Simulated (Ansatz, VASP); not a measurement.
C in VASP and in Ansatz

Contents of INCAR:

```
SYSTEM = C
PREC     = Accurate       ! precision mode
ENCUT    = 520            ! plane-wave cutoff, eV
EDIFF    = 1E-6           ! SCF threshold, eV
ISMEAR   = 0              ! smearing method
SIGMA    = 0.1            ! smearing width, eV
LREAL    = .False.        ! projectors in reciprocal space
LASPH    = .True.         ! aspherical terms in the spheres
NELM     = 60             ! most SCF steps
ALGO     = Normal         ! electronic algorithm
ISIF     = 2              ! what is computed and relaxed
LWAVE    = .False.        ! write WAVECAR
LCHARG   = .False.        ! write CHGCAR
GGA      = PE             ! functional
NBANDS   = 16             ! bands
```

The input KPOINTS:

```
regular mesh
0
Gamma
  24 24 6
  0 0 0
```

The input POSCAR:

```
C
1.0
    2.4665327817      0.0000000000      0.0000000000
   -1.2332663908      2.1360800482      0.0000000000
    0.0000000000      0.0000000000      8.4654491654
C
4
Direct
    0.0000000000      0.0000000000      0.2500000000
    0.0000000000      0.0000000000      0.7500000000
    0.3333333333      0.6666666667      0.2500000000
    0.6666666667      0.3333333333      0.7500000000
```

Input for Ansatz:

```yaml
crystal:
  lattice:
    - [2.4665327983, 0.0, 0.0]
    - [-1.2332663992, 2.1360800626, 0.0]
    - [0.0, 0.0, 8.4654480266]
  atoms:
    - { symbol: C, position: [0.0, 0.0, 0.25] }
    - { symbol: C, position: [0.0, 0.0, 0.75] }
    - { symbol: C, position: [0.3333333333, 0.6666666667, 0.25] }
    - { symbol: C, position: [0.6666666667, 0.3333333333, 0.75] }
basis:
  ecutwfc: 420
kpoints:
  mp_grid: { grid: [24, 24, 6] }
hamiltonian:
  xc: pbe
scf:
  occupations: { method: gaussian, width: 0.1 }
output:
  forces: true
  stress: true
  eigenvalues: true
```

Alike in both runs: task single point; functional PBE; k mesh 24 × 24 × 6; occupations gaussian, width 0.1 eV; no spin polarisation.

|  | VASP | Ansatz |
| --- | --- | --- |
| version | VASP 6.6.1 | Ansatz 0.2.0 |
| potentials or method | VASP PAW PBE potentials, release 64 (C), cutoff 520 eV | scalar-relativistic, plane waves, PAW |
| valence electrons in the cell | 16 | 16 |

|  | VASP | Ansatz | Ansatz less VASP |
| --- | --- | --- | --- |
| gap on the k mesh at the Fermi level (eV) | none | none | - |
| pressure (GPa) | 0.4 | 0.0 | -0.35 |
| traceless stress, the component that is largest in VASP (GPa) | -0.36 | 0.05 | +0.415 |

A gap of «none» marks a metal or a gap that the smearing closes.
